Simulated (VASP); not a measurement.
# SiNi (P2_13) in VASP: notebook

The runs below take SiNi through relaxation of the atoms, single point, with PBE.

Everything below comes from runs of VASP 6.6.1. Logs are shortened: lines on timing, memory, paths and dates and some standing lists are left out, and cuts for length are marked.

## Step 1: The cell of the first run

It takes space group P2_13 (No. 198, cubic). The conventional cell has a = 4.563 Å, b = 4.563 Å, c = 4.563 Å, α = 90.00°, β = 90.00°, γ = 90.00°. Si (site symmetry 3) has 7 Ni at 2.39 to 2.47 Å and 6 Si at 2.82 Å within 3.2 Å. Within 3.2 Å of Ni (site symmetry 3) lie 7 Si at 2.39 to 2.47 Å and 6 Ni at 2.81 Å.

## Step 2: Relaxation of the atoms, PBE (11.88 Å³/atom)

INCAR

```
SYSTEM = SiNi
PREC = Accurate ; ENCUT = 520
EDIFF = 1E-7 ; ISMEAR = 0
SIGMA = 0.1 ; LREAL = .False.
LASPH = .True. ; NELM = 120
ALGO = Normal ; ISIF = 2
LWAVE = .False. ; LCHARG = .False.
GGA = PE ; IBRION = 2
NSW = 50 ; EDIFFG = -0.01
GGA_COMPAT = .False. ; NELMIN = 4
```

KPOINTS

```
regular mesh
0
Gamma
  8 8 8
  0 0 0
```

POSCAR

```
SiNi
1.0
    4.5633461778      0.0000000000      0.0000000000
    0.0000000000      4.5633461778      0.0000000000
    0.0000000000      0.0000000000      4.5633461778
Si Ni
4 4
Direct
    0.6535143069      0.1535143069      0.3464856931
    0.1535143069      0.3464856931      0.6535143069
    0.3464856931      0.6535143069      0.1535143069
    0.8464856931      0.8464856931      0.8464856931
    0.3510316317      0.8510316317      0.6489683683
    0.8510316317      0.6489683683      0.3510316317
    0.6489683683      0.3510316317      0.8510316317
    0.1489683683      0.1489683683      0.1489683683
```

Potentials or basis: VASP PAW PBE potentials, release 64 (Si, Ni).

Command:

```sh
> cat potpaw_PBE.64/Si/POTCAR potpaw_PBE.64/Ni/POTCAR > POTCAR
> mpirun -np 1 vasp_std > vasp.out
```

OUTCAR:

```text
SYSTEM = SiNi
   PREC = Accurate
   ENCUT = 520
   EDIFF = 1E-7
   ISMEAR = 0
   LREAL = .False.
   LASPH = .True.
   NELM = 120
   ISIF = 2
   GGA = PE
   IBRION = 2
   NSW = 50
   EDIFFG = -0.01
   NELMIN = 4

 ion  position               nearest neighbor table
   1  0.654  0.154  0.346-   5 2.39   6 2.43   7 2.43   8 2.43   7 2.47   6 2.47   8 2.47   2 2.82
                             4 2.82   3 2.82   3 2.82   2 2.82   4 2.82
   2  0.154  0.346  0.654-   6 2.39   5 2.43   7 2.43   8 2.43   5 2.47   8 2.47   7 2.47   1 2.82
                             3 2.82   3 2.82   4 2.82   1 2.82   4 2.82
   3  0.346  0.654  0.154-   7 2.39   6 2.43   5 2.43   8 2.43   6 2.47   5 2.47   8 2.47   1 2.82
                             2 2.82   2 2.82   1 2.82   4 2.82   4 2.82
   4  0.846  0.846  0.846-   8 2.39   6 2.43   7 2.43   5 2.43   7 2.47   6 2.47   5 2.47   2 2.82
                             3 2.82   1 2.82   1 2.82   2 2.82   3 2.82
   5  0.351  0.851  0.649-   1 2.39   2 2.43   3 2.43   4 2.43   3 2.47   2 2.47   4 2.47   8 2.81
                             8 2.81   6 2.81   7 2.81   7 2.81   6 2.81
   6  0.851  0.649  0.351-   2 2.39   1 2.43   3 2.43   4 2.43   1 2.47   4 2.47   3 2.47   8 2.81
                             5 2.81   7 2.81   8 2.81   7 2.81   5 2.81
   7  0.649  0.351  0.851-   3 2.39   2 2.43   1 2.43   4 2.43   2 2.47   1 2.47   4 2.47   8 2.81
                             5 2.81   6 2.81   6 2.81   5 2.81   8 2.81
   8  0.149  0.149  0.149-   4 2.39   2 2.43   3 2.43   1 2.43   3 2.47   2 2.47   1 2.47   5 2.81
                             6 2.81   7 2.81   5 2.81   6 2.81   7 2.81

  LATTYP: Found a simple cubic cell.
 ALAT       =     4.5633461778

  Lattice vectors:

 A1 = (   4.5633461778,   0.0000000000,   0.0000000000)
 A2 = (   0.0000000000,   4.5633461778,   0.0000000000)
 A3 = (   0.0000000000,   0.0000000000,   4.5633461778)

Analysis of symmetry for initial positions (statically):
=====================================================================
 Subroutine PRICEL returns:
 Original cell was already a primitive cell.

 Routine SETGRP: Setting up the symmetry group for a
 simple cubic supercell.

 Subroutine GETGRP returns: Found 12 space group operations
 (whereof  3 operations were pure point group operations)
 out of a pool of 48 trial point group operations.

The static configuration has the point symmetry C_3 .
 The point group associated with its full space group is T   .

Analysis of symmetry for dynamics (positions and initial velocities):
=====================================================================
 Subroutine PRICEL returns:
 Original cell was already a primitive cell.

 Routine SETGRP: Setting up the symmetry group for a
 simple cubic supercell.

 Subroutine GETGRP returns: Found 12 space group operations
[... 126 lines left out ...]
   PSTRESS=    0.0 pullay stress
   NELECT =      56.0000    total number of electrons
   NUPDOWN=      -1.0000    fix difference up-down
   EMIN   =  10.00;   EMAX   =-10.00  energy-range for DOS
   EFERMI =   0.00;   METHOD = LEGACY
   ISMEAR =     0;   SIGMA  =   0.10  broadening in eV -4-tet -1-fermi 0-gaus
   EFERMI_NEDOS =   21; number of points for ismear=-14 and -15
   IALGO  =     38    algorithm
   IMIX   =      4    mixing-type and parameters
     AMIX     =   0.40;   BMIX     =  1.00
     AMIX_MAG =   1.60;   BMIX_MAG =  1.00
  volume/ion in A,a.u.               =      11.88        80.16
  Fermi-wavevector in a.u.,A,eV,Ry     =   1.372527  2.593699 25.631052  1.883829
  Thomas-Fermi vector in A             =   2.498126
   LORBIT       =      0    0 simple, 1 ext, 2 COOP (PROOUT), +10 PAW based schemes
   GGA     = PE    functional components
   LHFCALC =     F    Hartree Fock is set to
   AEXX    =    0.0000 exact exchange contribution
   IVDW    =     0    specifies the selected vdW correction
   LEPSILON=     F    determine dielectric tensor
   LRPA    =     F    only Hartree local field effects (RPA)
 conjugate gradient relaxation of ions
 non-spin polarized calculation
 Gauss-broadening in eV      SIGMA  =   0.10
  energy-cutoff  :      520.00
  volume of cell :       95.03
 maximum number of plane-waves:      2578
 NGX is ok and might be reduce to    36
   NGX = 17   NGY = 17   NGZ = 17

--------------------------------------- Ionic step        1  -------------------------------------------

 number of electron      55.9999999 magnetization

 Free energy of the ion-electron system (eV)
  ---------------------------------------------------
  ext. energy  EPLUGINS =         0.00000000
  ---------------------------------------------------
  free energy    TOTEN  =       -46.79524902 eV

  energy without entropy =      -46.78408606  energy(sigma->0) =      -46.78966754

------------------------ aborting loop because EDIFF is reached ----------------------------------------

  FORCE on cell =-STRESS in cart. coord.  units (eV):
  Direction    XX          YY          ZZ          XY          YZ          ZX
  --------------------------------------------------------------------------------------
  -------------------------------------------------------------------------------------
  Total       -2.9173904     -2.9173904     -2.9173904      0.0000000      0.0000000      0.0000000
  in kB      -49.1875160    -49.1875160    -49.1875160      0.0000000      0.0000000      0.0000000
  external PRESSURE =     -49.1875160 kB  Pullay stress =       0.0000000 kB
[... 155 lines left out ...]
--------------------------------------- Ionic step        5  -------------------------------------------

 number of electron      55.9999986 magnetization

 Free energy of the ion-electron system (eV)
  ---------------------------------------------------
  ext. energy  EPLUGINS =         0.00000000
  ---------------------------------------------------
  free energy    TOTEN  =       -46.79585606 eV

  energy without entropy =      -46.78470201  energy(sigma->0) =      -46.79027904

 E-fermi :  11.2495     XC(G=0): -12.3691

 val. band max:       11.1925233117   @ k =   0.3750   0.1250   0.0000
 cond. band min:      11.2665854193   @ k =   0.2500   0.0000   0.0000
 fundamental gap:      0.0740621075
 Fermi energy:        11.2494871606

 k-point     1 :       0.0000    0.0000    0.0000
  band No.  band energies     occupation
      1      -2.5007      2.00000
      2       2.7523      2.00000
      3       2.7523      2.00000
      4       2.7523      2.00000
      5       5.2950      2.00000
      6       5.2950      2.00000
[... 853 lines left out ...]
     32      12.9600      0.00000
     33      13.3266      0.00000

 [... further k-points ...]
[... 5 lines left out ...]
  --------------------------------------------------------------------------------------
  -------------------------------------------------------------------------------------
  Total       -2.8836369     -2.8836369     -2.8836369      0.0000000      0.0000000      0.0000000
  in kB      -48.6184281    -48.6184281    -48.6184281      0.0000000      0.0000000      0.0000000
  external PRESSURE =     -48.6184281 kB  Pullay stress =       0.0000000 kB
[... 23 lines left out ...]
  FREE ENERGIE OF THE ION-ELECTRON SYSTEM (eV)
  ---------------------------------------------------
  free  energy   TOTEN  =       -46.7958560600 eV

  energy  without entropy=      -46.7847020128  energy(sigma->0) =      -46.79027904

 reached required accuracy - stopping structural energy minimisation
```

Wall time 2.6 min (1 thread of Intel Xeon 6975P-C (Granite Rapids), shared host); peak memory 0.27 GiB.

Results:

| Quantity | Value |
| --- | --- |
| Free energy | -46.7959 eV |
| Energy gained by relaxing | 0.1 meV/atom |
| Ionic steps | 5 |
| Pressure after relaxing | -4.9 GPa |
| Largest force after relaxing | 0.006 eV/Å |
| Band gap on the k mesh | zero (bands 28 and 29 overlap by 1.11 eV) |

Forces in eV/Å, atoms in the order of the input:
```
Si  -0.003 -0.003  0.003
Si  -0.003  0.003 -0.003
Si   0.003 -0.003 -0.003
Si   0.003  0.003  0.003
Ni   0.002  0.002 -0.002
Ni   0.002 -0.002  0.002
Ni  -0.002  0.002  0.002
Ni  -0.002 -0.002 -0.002
```

The path:
| step | energy change (eV) | largest force (eV/Å) | pressure (GPa) |
| --- | --- | --- | --- |
| 1 | 0.0000 | 0.0297 | -4.92 |
| 2 | -0.0002 | 0.0250 | -4.92 |
| 3 | -0.0005 | 0.0118 | -4.87 |
| 4 | -0.0005 | 0.0135 | -4.88 |
| 5 | -0.0006 | 0.0056 | -4.86 |

Final structure:
```cif
data_structure
_symmetry_space_group_name_H-M 'P 1'
_symmetry_Int_Tables_number 1
_cell_length_a 4.5633
_cell_length_b 4.5633
_cell_length_c 4.5633
_cell_angle_alpha 90.000
_cell_angle_beta 90.000
_cell_angle_gamma 90.000
_cell_volume 95.03
loop_
_atom_site_label
_atom_site_type_symbol
_atom_site_fract_x
_atom_site_fract_y
_atom_site_fract_z
_atom_site_occupancy
Si1 Si 0.65394 0.15394 0.34606 1
Si2 Si 0.15394 0.34606 0.65394 1
Si3 Si 0.34606 0.65394 0.15394 1
Si4 Si 0.84606 0.84606 0.84606 1
Ni1 Ni 0.35201 0.85201 0.64799 1
Ni2 Ni 0.85201 0.64799 0.35201 1
Ni3 Ni 0.64799 0.35201 0.85201 1
Ni4 Ni 0.14799 0.14799 0.14799 1
```

Levels at points of the mesh, in eV from the Fermi level:
```
           k point  band 24  band 25  band 26  band 27  band 28  band 29  band 30  band 31  band 32  band 33
(0.00, 0.00, 0.00)    -2.05    -1.46    -1.46    -1.46     0.92     0.92     0.92     1.42     1.42     2.02
(0.50, 0.00, 0.00)    -1.94    -1.81    -1.81    -0.51    -0.51    -0.18    -0.18     2.68     2.68     2.87
(0.50, 0.50, 0.00)    -2.21    -1.37    -1.37    -0.87    -0.87     0.33     0.33     0.88     0.88     3.89
(0.50, 0.50, 0.50)    -2.42    -1.61    -1.61    -1.61    -1.61     4.01     4.01     4.01     4.01     4.43
```

Spin polarisation is off, so any magnetic state and its effect on volume and gap are missing.

(Continued in part 2 of 2.)
